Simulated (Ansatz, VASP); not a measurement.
## Two plane-wave programs on HfH5

Contents of INCAR:

```
PREC = Accurate ; ENCUT = 520
EDIFF = 1E-7 ; ISMEAR = 0
SIGMA = 0.1 ; LREAL = False
LASPH = True ; NELM = 60
ALGO = Normal ; ISIF = 2
LWAVE = False ; LCHARG = False
GGA = PE ; NBANDS = 16
```

Contents of KPOINTS:

```
Automatic mesh
0
Gamma
  12 12 12
```

File POSCAR:

```
HfH5
1.0
    1.6443769102     -3.4267325628      0.0000000000
    1.6443769102      3.4267325628      0.0000000000
    0.0000000000      0.0000000000      3.2785274812
Hf H
1 5
Direct
    0.5000000000      0.5000000000      0.0000000000
    0.1860400840      0.8139599160      0.0000000000
    0.3416441756      0.6583558244      0.5000000000
    0.6583558244      0.3416441756      0.5000000000
    0.0000000000      0.0000000000      0.5000000000
    0.8139599160      0.1860400840      0.0000000000
```

Input for Ansatz:

```yaml
crystal:
  lattice:
    - [1.6443769102, -3.4267325628, 0.0]
    - [1.6443769102, 3.4267325628, 0.0]
    - [0.0, 0.0, 3.2785274812]
  atoms:
    - { symbol: Hf, position: [0.5, 0.5, 0.0] }
    - { symbol: H, position: [0.186040084, 0.813959916, 0.0] }
    - { symbol: H, position: [0.3416441756, 0.6583558244, 0.5] }
    - { symbol: H, position: [0.6583558244, 0.3416441756, 0.5] }
    - { symbol: H, position: [0.0, 0.0, 0.5] }
    - { symbol: H, position: [0.813959916, 0.186040084, 0.0] }
basis:
  ecutwfc: 420
kpoints:
  mp_grid: { grid: [12, 12, 12] }
  band_path:
    path:
      - [[0.0, 0.0, 0.0], [-0.5, 0.5, 0.0], [-0.30756816, 0.69243184, 0.0]]
      - [[0.30756816, 0.30756816, 0.0], [0.0, 0.0, 0.0], [0.0, 0.0, 0.5], [0.30756816, 0.30756816, 0.5]]
      - [[-0.30756816, 0.69243184, 0.5], [-0.5, 0.5, 0.5], [-0.5, 0.5, 0.0]]
      - [[0.0, 0.0, 0.0], [0.0, 0.5, 0.0], [0.0, 0.5, 0.5], [0.0, 0.0, 0.5], [-0.5, 0.5, 0.5]]
    npoints: 14
hamiltonian:
  xc: pbe
scf:
  occupations: { method: gaussian, width: 0.1 }
  n_extra_bands: 15
output:
  forces: true
  stress: true
  eigenvalues: true
  populations: true
  dos: { projected: true, de: 0.02, nscf_kmesh: { grid: [15, 15, 15] } }
  bader: true
  write_density: true
  write_potential: true
  elf: true
  volumetric_format: npy
```

Alike in both runs: task single point; functional PBE; k mesh 12 × 12 × 12; occupations gaussian, width 0.1 eV; no spin polarisation.

|  | VASP | Ansatz |
| --- | --- | --- |
| version | VASP 6.6.1 | Ansatz 0.2.0 |
| potentials or method | VASP PAW PBE potentials, release 64 (Hf_pv, H), cutoff 520 eV | scalar-relativistic, plane waves, PAW |
| valence electrons in the cell | 15 | 31 |

Ansatz gave:

```
gap on the k mesh at the Fermi level (eV)                     : none
pressure (GPa)                                                : 0.0
traceless stress, the component that is largest in VASP (GPa) : 0.04
```

**Question.** Estimate VASP's values.

**Answer.** gap on the k mesh at the Fermi level (eV): none; pressure (GPa): -0.7; traceless stress, the component that is largest in VASP (GPa): 0.07.

A gap of «none» marks a metal or a gap that the smearing closes. With one functional, cell and mesh, what is left measures potentials, basis and numerics. VASP's potentials hold 15 valence electrons a cell and Ansatz's 31, so a difference there can come from the potentials and not from the codes.

Spin-orbit coupling is off throughout.
